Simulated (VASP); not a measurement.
# Zn (P-1) in VASP: electric field gradients with PBEsol

Aim: the electric field gradients of Zn with PBEsol.

Program: VASP 6.6.1. These are calculated values, not measurements. Logs are shortened: lines on timing, memory, paths and dates and some standing lists are left out, and cuts for length are marked.

## Step 1: The cell of the first run

The typed cell holds 2 atoms: a = 2.665 Å, b = 2.676 Å, c = 4.947 Å, α = 90.21°, β = 90.57°, γ = 120.43°.

## Step 2: Electric field gradients, PBEsol (equal xy, yz and zx shear strains of -1 %)

The input, INCAR:

```
PREC     = Accurate       # precision mode
ENCUT    = 520            # plane-wave cutoff, eV
EDIFF    = 1E-8           # SCF threshold, eV
ISMEAR   = -1             # smearing method
SIGMA    = 0.03           # smearing width, eV
LREAL    = False          # projectors in reciprocal space
LASPH    = True           # aspherical terms in the spheres
NELM     = 100            # most SCF steps
ALGO     = Normal         # electronic algorithm
ISIF     = 2              # what is computed and relaxed
LWAVE    = False          # write WAVECAR
LCHARG   = False          # write CHGCAR
GGA      = PS             # functional
LEFG     = True         
NBANDS   = 19             # bands
```

The input, KPOINTS:

```
Automatic mesh
0
Gamma
  18 18 8
```

The input, POSCAR:

```
Zn
1.0
    2.6647980532     -0.0133239903     -0.0133239903
   -1.3439379406      2.3144448051     -0.0048769189
   -0.0247335000     -0.0247335000      4.9467000000
Zn
2
Direct
    0.3333333333      0.6666666667      0.2500000000
    0.6666666667      0.3333333333      0.7500000000
```

Potentials or basis: VASP PAW PBE potentials, release 64 (Zn).

Launch:

```sh
cat potpaw_PBE.64/Zn/POTCAR > POTCAR
mpirun -np 1 vasp_std > vasp.out
```

OUTCAR:

```text
PREC = Accurate
   ENCUT = 520
   EDIFF = 1E-8
   ISMEAR = -1
   LREAL = False
   LASPH = True
   NELM = 100
   ISIF = 2
   GGA = PS

 ion  position               nearest neighbor table
   1  0.333  0.667  0.250-   2 2.89   2 2.90   2 2.91   2 2.92   2 2.93   2 2.93
   2  0.667  0.333  0.750-   1 2.89   1 2.90   1 2.91   1 2.92   1 2.93   1 2.93

  LATTYP: Found a triclinic cell.
 ALAT       =     2.6533299294
 B/A-ratio  =     1.0043472705
 C/A-ratio  =     1.8643831704
 COS(alpha) =     0.0099745013
 COS(beta)  =     0.0136846555
 COS(gamma) =     0.4934979113

  Lattice vectors:

 A1 = (   1.3208601126,   2.3011208148,  -0.0182009092)
 A2 = (   2.6647980532,  -0.0133239903,  -0.0133239903)
 A3 = (   0.0247335000,   0.0247335000,  -4.9467000000)

Analysis of symmetry for initial positions (statically):
=====================================================================
 Subroutine PRICEL returns:
 Original cell was already a primitive cell.

 Routine SETGRP: Setting up the symmetry group for a
 triclinic supercell.

 Subroutine GETGRP returns: Found  2 space group operations
 (whereof  2 operations were pure point group operations)
 out of a pool of  2 trial point group operations.

The static configuration has the point symmetry S_2 .

Analysis of symmetry for dynamics (positions and initial velocities):
=====================================================================
 Subroutine PRICEL returns:
 Original cell was already a primitive cell.

 Routine SETGRP: Setting up the symmetry group for a
 triclinic supercell.

 Subroutine GETGRP returns: Found  2 space group operations
 (whereof  2 operations were pure point group operations)
 out of a pool of  2 trial point group operations.

The dynamic configuration has the point symmetry S_2 .

 Subroutine INISYM returns: Found  2 space group operations
 (whereof  2 operations are pure point group operations),
 and found     1 'primitive' translations

----------------------------------------------------------------------------------------

                                     Primitive cell

  volume of cell :      30.4188

  direct lattice vectors                    reciprocal lattice vectors
     2.664798053 -0.013323990 -0.013323990     0.376370606  0.218554896  0.002974628
    -1.343937941  2.314444805 -0.004876919     0.002177578  0.433338115  0.002177578
[... 117 lines left out ...]
  energy-cutoff  :      520.00
  volume of cell :       30.42
 maximum number of plane-waves:       845
   NGX =  9   NGY =  9   NGZ = 19

 number of electron      24.0000011 magnetization

 Free energy of the ion-electron system (eV)
  ---------------------------------------------------
  ext. energy  EPLUGINS =         0.00000000
  ---------------------------------------------------
  free energy    TOTEN  =        -3.13856249 eV

  energy without entropy =       -3.13705669  energy(sigma->0) =       -3.13780959

 E-fermi :   3.0744     XC(G=0): -11.7006

 val. band max:        3.0739609855   @ k =  -0.2222  -0.4444   0.2500
 cond. band min:       3.0752406747   @ k =  -0.4444  -0.2222   0.2500
 fundamental gap:      0.0012796892
 Fermi energy:         3.0744116319

 k-point     1 :       0.0000    0.0000    0.0000
  band No.  band energies     occupation
      1      -7.4772      2.00000
      2      -5.6476      2.00000
      3      -4.9410      2.00000
      4      -4.7332      2.00000
      5      -4.6904      2.00000
      6      -4.6817      2.00000
[... 505 lines left out ...]
      6      -4.5420      2.00000
[... 11 lines left out ...]
     18      19.0702      0.00000
     19      19.2809      0.00000

 [... further k-points ...]
[... 5 lines left out ...]
  --------------------------------------------------------------------------------------
  -------------------------------------------------------------------------------------
  Total       -1.0662738     -1.0607724     -0.7225422      0.0579512      0.0632694      0.0569815
  in kB      -56.1613030    -55.8715436    -38.0567480      3.0523258      3.3324375      3.0012504
  external PRESSURE =     -50.0298649 kB  Pullay stress =       0.0000000 kB

 VOLUME and BASIS-vectors are now :
 -----------------------------------------------------------------------------
  energy-cutoff  :      520.00
  volume of cell :       30.42
      direct lattice vectors                 reciprocal lattice vectors
     2.664798053 -0.013323990 -0.013323990     0.376370606  0.218554896  0.002974628
    -1.343937941  2.314444805 -0.004876919     0.002177578  0.433338115  0.002177578
    -0.024733500 -0.024733500  4.946700000     0.001015905  0.001015905  0.202165131

 POSITION                                       TOTAL-FORCE (eV/Angst)
 -----------------------------------------------------------------------------------
     -0.01388      1.53234      1.22898        -0.003863      0.000417      0.000135
      1.31000      0.74405      3.69952         0.003863     -0.000417     -0.000135
 -----------------------------------------------------------------------------------
    total drift:                                0.000000     -0.000000      0.000000

  FREE ENERGIE OF THE ION-ELECTRON SYSTEM (eV)
  ---------------------------------------------------
  free  energy   TOTEN  =        -3.1385624878 eV

  energy  without entropy=       -3.1370566886  energy(sigma->0) =       -3.13780959

 Electric field gradients (V/A^2)
---------------------------------------------------------------------
 ion       V_xx      V_yy      V_zz      V_xy      V_xz      V_yz
---------------------------------------------------------------------
   1     -17.566   -17.684    35.250    -1.713    -0.651    -0.682
   2     -17.566   -17.684    35.250    -1.713    -0.651    -0.682
---------------------------------------------------------------------

 Electric field gradients after diagonalization (V/A^2)
 (convention: |V_zz| > |V_xx| > |V_yy|)
----------------------------------------------------------------------
 ion       V_xx      V_yy      V_zz     asymmetry (V_yy - V_xx)/ V_zz
----------------------------------------------------------------------
   1     -19.356   -15.911    35.267       0.098
   2     -19.356   -15.911    35.267       0.098
----------------------------------------------------------------------

           NMR quadrupolar parameters

 Cq : quadrupolar parameter    Cq=e*Q*V_zz/h
 eta: asymmetry parameters     (V_yy - V_xx)/ V_zz
 Q  : nuclear electric quadrupole moment in mb (millibarn)
----------------------------------------------------------------------
 ion       Cq(MHz)       eta       Q (mb)
----------------------------------------------------------------------
   1       0.085       0.098       1.000
   2       0.085       0.098       1.000
----------------------------------------------------------------------
```

Wall time 5.4 min (1 thread of AMD EPYC 9R45 (Zen 5), shared host); peak memory 0.62 GiB.

What came out:

```yaml
Free_energy: -3.1386 eV
Pressure: -5.0 GPa
Largest_force: 0.004 eV/Å
Band_gap_on_the_k_mesh: zero (bands 12 and 13 overlap by 4.68 eV)
Largest_electric_field_gradient_by_atom: Zn +35.3 V/Å²
```

Forces on the atoms (eV/Å):
```
Zn  -0.004  0.000  0.000
Zn   0.004  0.000  0.000
```

Electric field gradients, principal values (V/Å²):
| atom | least | middle | greatest (by size) |
| --- | --- | --- | --- |
| 1 Zn | -15.911 | -19.356 | 35.267 |
| 2 Zn | -15.911 | -19.356 | 35.267 |

Caveat: the cell differs from its parent crystal (equal xy, yz and zx shear strains of -1 %); the cell stands under tension; without QUAD_EFG the Cq values of the log hold for a quadrupole moment of 1 mb, not for the nuclei; the PAW data sets were made with another functional, which shifts forces and pressure a little.
